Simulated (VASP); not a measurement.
# Lu (P6_3/mmc) in VASP: further runs

Runs on Lu. Level: PBE. Tasks: single point.

All numbers are computed with VASP 6.6.1; they aren't measurements. Logs are shortened: lines on timing, memory, paths and dates and some standing lists are left out, and cuts for length are marked.

### Step 1. The cell of the first run

It takes space group P6_3/mmc (No. 194, hexagonal). The conventional cell has a = 3.507 Å, b = 3.507 Å, c = 5.477 Å, α = 90.00°, β = 90.00°, γ = 120.00°. Within 4.5 Å of Lu (site symmetry -6m2) lie 12 Lu at 3.41 to 3.51 Å.

### Step 2. Single point, PBE

File INCAR:

```
SYSTEM = Lu
ALGO = Normal
EDIFF = 1E-7
ENCUT = 520
GGA = PE
ISIF = 2
ISMEAR = 1
LASPH = .True.
LCHARG = .True.
LELF = .True.
LREAL = .False.
LVHAR = .True.
LWAVE = .False.
NBANDS = 32
NELM = 60
PREC = Accurate
SIGMA = 0.03
```

File KPOINTS:

```
k-points
0
Gamma
  10 10 6
  0 0 0
```

File POSCAR:

```
Lu
1.0
    3.5070808964      0.0000000000      0.0000000000
   -1.7535404482      3.0372211494      0.0000000000
    0.0000000000      0.0000000000      5.4772888711
Lu
2
Direct
    0.3333333333      0.6666666667      0.2500000000
    0.6666666667      0.3333333333      0.7500000000
```

Potentials or basis: VASP PAW PBE potentials, release 64 (Lu).

Started as:

```
cat potpaw_PBE.64/Lu/POTCAR > POTCAR
mpirun -np 1 vasp_std > vasp.out
```

OUTCAR:

```text
SYSTEM = Lu
   EDIFF = 1E-7
   ENCUT = 520
   GGA = PE
   ISIF = 2
   ISMEAR = 1
   LASPH = .True.
   LREAL = .False.
   NELM = 60
   PREC = Accurate

 ion  position               nearest neighbor table
   1  0.333  0.667  0.250-   2 3.41   2 3.41   2 3.41   2 3.41   2 3.41   2 3.41
   2  0.667  0.333  0.750-   1 3.41   1 3.41   1 3.41   1 3.41   1 3.41   1 3.41

  LATTYP: Found a hexagonal cell.
 ALAT       =     3.5070808964
 C/A-ratio  =     1.5617800196

  Lattice vectors:

 A1 = (   3.5070808964,   0.0000000000,   0.0000000000)
 A2 = (  -1.7535404482,   3.0372211494,   0.0000000000)
 A3 = (   0.0000000000,   0.0000000000,   5.4772888711)

Analysis of symmetry for initial positions (statically):
=====================================================================
 Subroutine PRICEL returns:
 Original cell was already a primitive cell.

 Routine SETGRP: Setting up the symmetry group for a
 hexagonal supercell.

 Subroutine GETGRP returns: Found 24 space group operations
 (whereof 12 operations were pure point group operations)
 out of a pool of 24 trial point group operations.

The static configuration has the point symmetry D_3d.
 The point group associated with its full space group is D_6h.

Analysis of symmetry for dynamics (positions and initial velocities):
=====================================================================
 Subroutine PRICEL returns:
 Original cell was already a primitive cell.

 Routine SETGRP: Setting up the symmetry group for a
 hexagonal supercell.

 Subroutine GETGRP returns: Found 24 space group operations
 (whereof 12 operations were pure point group operations)
 out of a pool of 24 trial point group operations.

The dynamic configuration has the point symmetry D_3d.
 The point group associated with its full space group is D_6h.

 Subroutine INISYM returns: Found 24 space group operations
 (whereof 12 operations are pure point group operations),
 and found     1 'primitive' translations

----------------------------------------------------------------------------------------

                                     Primitive cell

  volume of cell :      58.3429

  direct lattice vectors                    reciprocal lattice vectors
     3.507080896  0.000000000  0.000000000     0.285137420  0.164624166  0.000000000
    -1.753540448  3.037221149  0.000000000     0.000000000  0.329248333  0.000000000
     0.000000000  0.000000000  5.477288871     0.000000000  0.000000000  0.182572076

  length of vectors
     3.507080896  3.507080896  5.477288871     0.329248333  0.329248333  0.182572076

  position of ions in fractional coordinates (direct lattice)
     0.333333333  0.666666667  0.250000000
     0.666666667  0.333333333  0.750000000

  ion indices of the primitive-cell ions
   primitive index   ion index
                 1           1
                 2           2

----------------------------------------------------------------------------------------

 KPOINTS: k-points

Automatic generation of k-mesh.
 Grid dimensions read from file:
 generate k-points for:   10   10    6

 Generating k-lattice:

  Cartesian coordinates                     Fractional coordinates (reciprocal lattice)
     0.028513742  0.016462417  0.000000000     0.100000000 -0.000000000  0.000000000
     0.000000000  0.032924833  0.000000000     0.000000000  0.100000000  0.000000000
     0.000000000  0.000000000  0.030428679     0.000000000  0.000000000  0.166666667

  Length of vectors
     0.032924833  0.032924833  0.030428679

  Shift w.r.t. Gamma in fractional coordinates (k-lattice)
     0.000000000  0.000000000  0.000000000

 Subroutine IBZKPT returns following result:
 ===========================================

 Found     56 irreducible k-points:

 Following reciprocal coordinates:
            Coordinates               Weight
  0.000000  0.000000  0.000000      1.000000
  0.100000 -0.000000  0.000000      6.000000
  0.200000 -0.000000  0.000000      6.000000
  0.300000  0.000000  0.000000      6.000000
  0.400000  0.000000  0.000000      6.000000
  0.500000  0.000000  0.000000      3.000000
[... 16 lines left out ...]
  0.300000  0.100000  0.166667     24.000000
  0.400000  0.100000  0.166667     24.000000
 [... further k-points ...]
   k-points           NKPTS =     56   k-points in BZ     NKDIM =     56   number of bands    NBANDS=     32
   number of dos      NEDOS =    301   number of ions     NIONS =      2
   total plane-waves  NPLWV =  32928
   dimension x,y,z NGX =    28 NGY =   28 NGZ =   42
   dimension x,y,z NGXF=    56 NGYF=   56 NGZF=   84
   ions per type =               2
   NGX,Y,Z   is equivalent  to a cutoff of  13.27, 13.27, 12.75 a.u.
   NGXF,Y,Z  is equivalent  to a cutoff of  26.55, 26.55, 25.50 a.u.
 SYSTEM =  Lu
   PREC   = accura    normal or accurate (medium, high low for compatibility)
   ISTART =      0    job   : 0-new  1-cont  2-samecut
   ICHARG =      2    charge: 1-file 2-atom 10-const
   ISPIN  =      1    spin polarized calculation?
   LNONCOLLINEAR =      F non collinear calculations
   LSORBIT =      F    spin-orbit coupling
   LASPH  =      T    aspherical Exc in radial PAW
   ENCUT  =  520.0 eV  38.22 Ry    6.18 a.u.   6.52  6.52 10.18*2*pi/ulx,y,z
   NELM   =     60;   NELMIN=  2; NELMDL= -5     # of ELM steps
   EDIFF  = 0.1E-06   stopping-criterion for ELM
   LREAL  =      F    real-space projection
   EDIFFG = 0.1E-05   stopping-criterion for IOM
   NSW    =      0    number of steps for IOM
   IBRION =     -1    ionic relax: 0-MD 1-quasi-New 2-CG
   NFREE  =      0    steps in history (QN), initial steepest desc. (CG)
   ISIF   =      2    stress and relaxation
   ISYM   =      2    0-nonsym 1-usesym 2-fastsym
   POTIM  = 0.5000    time-step for ionic-motion
   TEBEG  =    0.0;   TEEND  =   0.0 temperature during run
   PSTRESS=    0.0 pullay stress
   NELECT =      50.0000    total number of electrons
   NUPDOWN=      -1.0000    fix difference up-down
   EMIN   =  10.00;   EMAX   =-10.00  energy-range for DOS
   EFERMI =   0.00;   METHOD = LEGACY
   ISMEAR =     1;   SIGMA  =   0.03  broadening in eV -4-tet -1-fermi 0-gaus
   EFERMI_NEDOS =   21; number of points for ismear=-14 and -15
   IALGO  =     38    algorithm
   IMIX   =      4    mixing-type and parameters
     AMIX     =   0.40;   BMIX     =  1.00
     AMIX_MAG =   1.60;   BMIX_MAG =  1.00
  volume/ion in A,a.u.               =      29.17       196.86
  Fermi-wavevector in a.u.,A,eV,Ry     =   1.555018  2.938559 32.900009  2.418082
  Thomas-Fermi vector in A             =   2.659020
   LORBIT       =      0    0 simple, 1 ext, 2 COOP (PROOUT), +10 PAW based schemes
   GGA     = PE    functional components
   LHFCALC =     F    Hartree Fock is set to
   AEXX    =    0.0000 exact exchange contribution
   IVDW    =     0    specifies the selected vdW correction
   LEPSILON=     F    determine dielectric tensor
   LRPA    =     F    only Hartree local field effects (RPA)
 non-spin polarized calculation
 Methfessel and Paxton  Order N= 1 SIGMA  =   0.03
  energy-cutoff  :      520.00
  volume of cell :       58.34
 maximum number of plane-waves:      1616
 NGX is ok and might be reduce to    28
   NGX = 13   NGY = 13   NGZ = 21

 number of electron      49.9999992 magnetization

 Free energy of the ion-electron system (eV)
  ---------------------------------------------------
  ext. energy  EPLUGINS =         0.00000000
  ---------------------------------------------------
  free energy    TOTEN  =        -9.04425661 eV

  energy without entropy =       -9.04389973  energy(sigma->0) =       -9.04413765

 E-fermi :   2.2271     XC(G=0): -10.6553

 val. band max:        2.1651067950   @ k =   0.2000   0.2000   0.3333
 cond. band min:       2.2342292434   @ k =   0.2000  -0.0000   0.1667
 fundamental gap:      0.0691224483
 Fermi energy:         2.2270803468

 k-point     1 :       0.0000    0.0000    0.0000
  band No.  band energies     occupation
      1     -53.9771      2.00000
      2     -53.9416      2.00000
      3     -24.9229      2.00000
      4     -24.4946      2.00000
      5     -24.4946      2.00000
      6     -24.4100      2.00000
[... 24 lines left out ...]
     31       5.6563      0.00000
     32       5.6563      0.00000

 k-point     2 :       0.1000   -0.0000    0.0000
  band No.  band energies     occupation
      1     -53.9748      2.00000
      2     -53.9409      2.00000
      3     -24.9070      2.00000
      4     -24.5255      2.00000
      5     -24.5053      2.00000
      6     -24.4428      2.00000
[... 24 lines left out ...]
     31       5.3615      0.00000
     32       5.4209      0.00000

 k-point     3 :       0.2000   -0.0000    0.0000
  band No.  band energies     occupation
      1     -53.9687      2.00000
      2     -53.9392      2.00000
      3     -24.8627      2.00000
      4     -24.6069      2.00000
      5     -24.5324      2.00000
      6     -24.5263      2.00000
[... 24 lines left out ...]
     31       5.8107      0.00000
     32       5.9887      0.00000

 k-point     4 :       0.3000    0.0000    0.0000
  band No.  band energies     occupation
      1     -53.9605      2.00000
      2     -53.9376      2.00000
      3     -24.7989      2.00000
      4     -24.7082      2.00000
      5     -24.6249      2.00000
      6     -24.5643      2.00000
[... 24 lines left out ...]
     31       6.5898      0.00000
     32       6.9298      0.00000

 k-point     5 :       0.4000    0.0000    0.0000
  band No.  band energies     occupation
      1     -53.9530      2.00000
      2     -53.9373      2.00000
      3     -24.7905      2.00000
      4     -24.7322      2.00000
      5     -24.7014      2.00000
      6     -24.5892      2.00000
[... 584 lines left out ...]
     31       5.7129      0.00000
     32       6.1351      0.00000

 k-point    22 :       0.2000    0.1000    0.1667
  band No.  band energies     occupation
      1     -53.9618      2.00000
      2     -53.9398      2.00000
      3     -24.8171      2.00000
      4     -24.6426      2.00000
      5     -24.6168      2.00000
      6     -24.5437      2.00000
[... 24 lines left out ...]
     31       6.2411      0.00000
     32       6.7951      0.00000

 k-point    23 :       0.3000    0.1000    0.1667
  band No.  band energies     occupation
      1     -53.9542      2.00000
      2     -53.9385      2.00000
      3     -24.8060      2.00000
      4     -24.7160      2.00000
      5     -24.6601      2.00000
      6     -24.5813      2.00000
[... 24 lines left out ...]
     31       7.3079      0.00000
     32       7.5920      0.00000

 k-point    24 :       0.4000    0.1000    0.1667
  band No.  band energies     occupation
      1     -53.9487      2.00000
      2     -53.9385      2.00000
      3     -24.8343      2.00000
      4     -24.7503      2.00000
      5     -24.6569      2.00000
      6     -24.5954      2.00000
[... 24 lines left out ...]
     31       7.9890      0.00000
     32       8.2510      0.00000

 [... further k-points ...]

------------------------ aborting loop because EDIFF is reached ----------------------------------------

  FORCE on cell =-STRESS in cart. coord.  units (eV):
  Direction    XX          YY          ZZ          XY          YZ          ZX
  --------------------------------------------------------------------------------------
  -------------------------------------------------------------------------------------
  Total        0.0118893      0.0118893     -0.2029957      0.0000000      0.0000000      0.0000000
  in kB        0.3264975      0.3264975     -5.5745473      0.0000000      0.0000000      0.0000000
  external PRESSURE =      -1.6405175 kB  Pullay stress =       0.0000000 kB

 VOLUME and BASIS-vectors are now :
 -----------------------------------------------------------------------------
  energy-cutoff  :      520.00
  volume of cell :       58.34
      direct lattice vectors                 reciprocal lattice vectors
     3.507080896  0.000000000  0.000000000     0.285137420  0.164624166  0.000000000
    -1.753540448  3.037221149  0.000000000     0.000000000  0.329248333  0.000000000
     0.000000000  0.000000000  5.477288871     0.000000000  0.000000000  0.182572076

 POSITION                                       TOTAL-FORCE (eV/Angst)
 -----------------------------------------------------------------------------------
     -0.00000      2.02481      1.36932        -0.000000      0.000000      0.000000
      1.75354      1.01241      4.10797         0.000000     -0.000000      0.000000
 -----------------------------------------------------------------------------------
    total drift:                               -0.000000      0.000000     -0.000000

  FREE ENERGIE OF THE ION-ELECTRON SYSTEM (eV)
  ---------------------------------------------------
  free  energy   TOTEN  =        -9.0442566119 eV

  energy  without entropy=       -9.0438997288  energy(sigma->0) =       -9.04413765
```

Wall time 1.9 min (1 thread of Intel Xeon 6975P-C (Granite Rapids), shared host); peak memory 0.23 GiB.

What came out:

| Property | Result |
| --- | --- |
| Free energy | -9.0443 eV |
| Pressure | -0.2 GPa |
| Band gap on the k mesh | zero (bands 25 and 26 overlap by 1.84 eV) |

Caveat: spin-orbit coupling is left out, which moves the levels of the heavy elements.

### Step 3. Single point, PBE

File INCAR:

```
  PREC = Accurate
  ENCUT = 520
  EDIFF = 1E-6
  ISMEAR = 1
  SIGMA = 0.1
  LREAL = False
  LASPH = True
  NELM = 100
  ALGO = Normal
  ISIF = 2
  LWAVE = False
  LCHARG = True
  GGA = PE
  LELF = True
  LVHAR = True
  NBANDS = 32
```

File KPOINTS:

```
regular mesh
0
Gamma
  10 10 6
```

POSCAR is that of step 2.

Potentials or basis: VASP PAW PBE potentials, release 64 (Lu).

Started as:

```
cat potpaw_PBE.64/Lu/POTCAR > POTCAR
mpirun -np 1 vasp_std > vasp.out
```

Run time: 1.9 min. Hardware: 1 thread of Intel Xeon 6975P-C (Granite Rapids), shared host; peak memory 0.22 GiB.

The run converged. Its results:

| Property | Result |
| --- | --- |
| Free energy | -9.0438 eV |
| Pressure | 0.0 GPa |
| Band gap on the k mesh | zero (bands 25 and 26 overlap by 1.84 eV) |

Stress tensor (GPa, compression positive):
```
 0.26  0.00  0.00
 0.00  0.26  0.00
 0.00  0.00 -0.39
```

Levels at points of the mesh, in eV from the Fermi level:
| k point | band 23 | band 24 | band 25 | band 26 | band 27 | band 28 |
| --- | --- | --- | --- | --- | --- | --- |
| (0.00, 0.00, 0.00) | -4.85 | -2.38 | 0.67 | 2.20 | 2.20 | 2.63 |
| (0.50, 0.00, 0.00) | -2.33 | -1.37 | -0.82 | -0.35 | 1.61 | 1.87 |
| (0.00, 0.00, 0.50) | -4.34 | -4.34 | 1.23 | 1.23 | 2.10 | 2.10 |
| (0.50, 0.00, 0.50) | -2.08 | -2.08 | 0.11 | 0.11 | 1.38 | 1.38 |

Caveat: spin-orbit coupling is left out, which moves the levels of the heavy elements.
